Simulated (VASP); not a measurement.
# PtSe2 (P-3m1) in VASP: further runs, part 3 of 3

VASP 6.6.1. The steps go on from the part before.

## 6. Single point, PBE+D3(BJ) (c/a of the conventional cell at fixed volume 1.2785)

The input, INCAR:

```
PREC = Accurate ; ENCUT = 520
EDIFF = 1E-6 ; ISMEAR = 0
SIGMA = 0.15 ; LREAL = False
LASPH = True ; NELM = 60
ALGO = Normal ; ISIF = 2
LWAVE = False ; LCHARG = False
GGA = PE ; IVDW = 12
NBANDS = 18
```

The input, KPOINTS:

```
Automatic mesh
0
Gamma
  12 12 8
```

The input, POSCAR:

```
PtSe2
1.0
    3.7715031150      0.0000000000      0.0000000000
   -1.8857515575      3.2662175080      0.0000000000
    0.0000000000      0.0000000000      4.8219239451
Pt Se
1 2
Direct
    0.0000000000      0.0000000000      0.0000000000
    0.3333333333      0.6666666667      0.2341021151
    0.6666666667      0.3333333333      0.7658978849
```

Potentials or basis: VASP PAW PBE potentials, release 64 (Pt, Se).

Started as:

```sh
$ cat potpaw_PBE.64/Pt/POTCAR potpaw_PBE.64/Se/POTCAR > POTCAR
$ mpirun -np 1 vasp_std > vasp.out
```

OUTCAR:

```text
PREC = Accurate
   ENCUT = 520
   EDIFF = 1E-6
   ISMEAR = 0
   LREAL = False
   LASPH = True
   NELM = 60
   ISIF = 2
   GGA = PE
   IVDW = 12
 IVDW          = 12

 ion  position               nearest neighbor table
   1  0.000  0.000  0.000-   2 2.45   3 2.45   2 2.45   3 2.45   3 2.45   2 2.45
   2  0.333  0.667  0.234-   1 2.45   1 2.45   1 2.45
   3  0.667  0.333  0.766-   1 2.45   1 2.45   1 2.45

  LATTYP: Found a hexagonal cell.
 ALAT       =     3.7715031150
 C/A-ratio  =     1.2785151697

  Lattice vectors:

 A1 = (   3.7715031150,   0.0000000000,   0.0000000000)
 A2 = (  -1.8857515575,   3.2662175080,   0.0000000000)
 A3 = (   0.0000000000,   0.0000000000,   4.8219239451)

Analysis of symmetry for initial positions (statically):
=====================================================================
 Subroutine PRICEL returns:
 Original cell was already a primitive cell.

 Routine SETGRP: Setting up the symmetry group for a
 hexagonal supercell.

 Subroutine GETGRP returns: Found 12 space group operations
 (whereof 12 operations were pure point group operations)
 out of a pool of 24 trial point group operations.

The static configuration has the point symmetry D_3d.

Analysis of symmetry for dynamics (positions and initial velocities):
=====================================================================
 Subroutine PRICEL returns:
 Original cell was already a primitive cell.

 Routine SETGRP: Setting up the symmetry group for a
 hexagonal supercell.

 Subroutine GETGRP returns: Found 12 space group operations
 (whereof 12 operations were pure point group operations)
 out of a pool of 24 trial point group operations.

The dynamic configuration has the point symmetry D_3d.

 Subroutine INISYM returns: Found 12 space group operations
 (whereof 12 operations are pure point group operations),
 and found     1 'primitive' translations

----------------------------------------------------------------------------------------
[... 115 lines left out ...]
     AMIX_MAG =   1.60;   BMIX_MAG =  1.00
  volume/ion in A,a.u.               =      19.80       133.61
  Fermi-wavevector in a.u.,A,eV,Ry     =   1.175680  2.221713 18.806288  1.382223
  Thomas-Fermi vector in A             =   2.312056
   LORBIT       =      0    0 simple, 1 ext, 2 COOP (PROOUT), +10 PAW based schemes
   GGA     = PE    functional components
   LHFCALC =     F    Hartree Fock is set to
   AEXX    =    0.0000 exact exchange contribution
   IVDW    =    12    specifies the selected vdW correction
   LEPSILON=     F    determine dielectric tensor
   LRPA    =     F    only Hartree local field effects (RPA)
 non-spin polarized calculation
 Gauss-broadening in eV      SIGMA  =   0.15
  energy-cutoff  :      520.00
  volume of cell :       59.40
 maximum number of plane-waves:      1620
   NGX = 13   NGY = 13   NGZ = 17

 number of electron      21.9999997 magnetization

 Free energy of the ion-electron system (eV)
  ---------------------------------------------------
  ext. energy  EPLUGINS =         0.00000000
  ---------------------------------------------------
  free energy    TOTEN  =       -13.91202914 eV

  energy without entropy =      -13.90538884  energy(sigma->0) =      -13.90870899

 E-fermi :   6.9684     XC(G=0): -10.7120

 val. band max:        6.9678145578   @ k =   0.0000   0.0833   0.1250
 cond. band min:       7.0114216203   @ k =   0.0833   0.0833   0.0000
 fundamental gap:      0.0436070625
 Fermi energy:         6.9684343882

 k-point     1 :       0.0000    0.0000    0.0000
  band No.  band energies     occupation
      1      -9.3166      2.00000
      2      -5.8880      2.00000
      3      -0.3300      2.00000
      4      -0.3115      2.00000
      5      -0.3115      2.00000
      6       2.5898      2.00000
[... 481 lines left out ...]
      5       0.4940      2.00000
      6       2.0351      2.00000
[... 10 lines left out ...]
     17      15.2222      0.00000
     18      15.5866      0.00000

 [... further k-points ...]

------------------------ aborting loop because EDIFF is reached ----------------------------------------

 Edisp (eV)   -1.46224

 E8    (eV) :    -0.6269

  FORCE on cell =-STRESS in cart. coord.  units (eV):
  Direction    XX          YY          ZZ          XY          YZ          ZX
  --------------------------------------------------------------------------------------
  -------------------------------------------------------------------------------------
  Total       3.86557     3.86557     3.62204     0.00000     0.00000     0.00000
  in kB     104.26625   104.26625    97.69760     0.00000     0.00000     0.00000
  external pressure =      102.08 kB  Pullay stress =        0.00 kB

 VOLUME and BASIS-vectors are now :
 -----------------------------------------------------------------------------
  energy-cutoff  :      520.00
  volume of cell :       59.40
      direct lattice vectors                 reciprocal lattice vectors
     3.771503115  0.000000000  0.000000000     0.265146274  0.153082273  0.000000000
    -1.885751557  3.266217508  0.000000000     0.000000000  0.306164546  0.000000000
     0.000000000  0.000000000  4.821923945     0.000000000  0.000000000  0.207386100

 POSITION                                       TOTAL-FORCE (eV/Angst)
 -----------------------------------------------------------------------------------
      0.00000      0.00000      0.00000         0.000000      0.000000     -0.000000
     -0.00000      2.17748      1.12882         0.000000     -0.000000      1.988415
      1.88575      1.08874      3.69310        -0.000000      0.000000     -1.988415
 -----------------------------------------------------------------------------------
    total drift:                               -0.000000      0.000000      0.000000

  FREE ENERGIE OF THE ION-ELECTRON SYSTEM (eV)
  ---------------------------------------------------
  free  energy   TOTEN  =       -15.3742665118 eV

  energy  without entropy=      -15.3676262087  energy(sigma->0) =      -15.37094636
```

OSZICAR:

```text
N       E                     dE             d eps       ncg     rms          rms(c)
DAV:   1     0.113454516380E+03    0.11345E+03   -0.10153E+04  4764   0.108E+03
DAV:   2    -0.947610278166E+01   -0.12293E+03   -0.11896E+03  5872   0.214E+02
DAV:   3    -0.146905972349E+02   -0.52145E+01   -0.51703E+01  5684   0.439E+01
DAV:   4    -0.147308768351E+02   -0.40280E-01   -0.40262E-01  5976   0.421E+00
DAV:   5    -0.147313115342E+02   -0.43470E-03   -0.43469E-03  5700   0.420E-01    0.144E+01
DAV:   6    -0.141078820545E+02    0.62343E+00   -0.43787E+00  4912   0.188E+01    0.876E+00
DAV:   7    -0.139356876829E+02    0.17219E+00   -0.81102E-01  4886   0.864E+00    0.442E+00
DAV:   8    -0.139136715137E+02    0.22016E-01   -0.41857E-02  5174   0.163E+00    0.801E-01
DAV:   9    -0.139118307348E+02    0.18408E-02   -0.67113E-03  5362   0.747E-01    0.149E-01
DAV:  10    -0.139120102953E+02   -0.17956E-03   -0.68660E-04  5628   0.175E-01    0.497E-02
DAV:  11    -0.139120303554E+02   -0.20060E-04   -0.47810E-05  5554   0.655E-02    0.192E-02
DAV:  12    -0.139120287623E+02    0.15932E-05   -0.99715E-06  5590   0.279E-02    0.455E-03
DAV:  13    -0.139120291407E+02   -0.37841E-06   -0.10660E-06  4202   0.676E-03
   1 F= -.15374267E+02 E0= -.15370946E+02  d E =-.664030E-02
```

It took 93 s on 1 thread of AMD EPYC 7R43 (Zen 3), shared host; peak memory 0.24 GiB.

What came out:

| Property | Result |
| --- | --- |
| Free energy | -15.3743 eV |
| Pressure | 10.2 GPa |
| Largest force | 1.988 eV/Å |
| Band gap on the k mesh | zero (band 11 reaches 7.12 eV, above the bottom of band 12 at 6.92 eV) |
| Dispersion energy per atom | -0.487 eV |

Forces on the atoms (eV/Å):
```
Pt   0.000  0.000  0.000
Se   0.000  0.000  1.988
Se   0.000  0.000 -1.988
```

Caveat: spin-orbit coupling is left out, which moves the levels of the heavy elements; pairwise dispersion overbinds metals, which lowers pressure and volume; forces of over 1 eV/Å act on the atoms, so gaps and moduli don't describe the material at rest.

## 7. Summary

| cell | gap on the mesh (eV) | pressure (GPa) | largest force (eV/Å) |
| --- | --- | --- | --- |
| a = 3.878, b = 3.878, c = 4.561 Å, angles 90.0, 90.0, 120.0°, 3 atoms | none | -2.4 | 0.04 |
| a = 3.676, b = 3.676, c = 5.076 Å, angles 90.0, 90.0, 120.0°, 3 atoms | none | -7.7 | 2.55 |
| a = 3.772, b = 3.772, c = 4.822 Å, angles 90.0, 90.0, 120.0°, 3 atoms | none | 10.2 | 1.99 |

Some of these runs hold the atoms at other places in the same cell, which the table doesn't show; runs alike in all that it shows share one row.

Alike in all rows: task single point; level PBE+D3(BJ); potentials or basis VASP PAW PBE potentials, release 64 (Pt, Se); no spin polarisation; k mesh 12 × 12 × 8; cutoff (eV) 520; smearing gaussian 0.15 eV.

Caveats: spin-orbit coupling is left out, which moves the levels of the heavy elements; pairwise dispersion overbinds metals, which lowers pressure and volume; forces of over 1 eV/Å act on the atoms, so gaps and moduli don't describe the material at rest (some runs).

Total energies depend on the potentials used, so only differences within one code and one set of settings carry meaning.
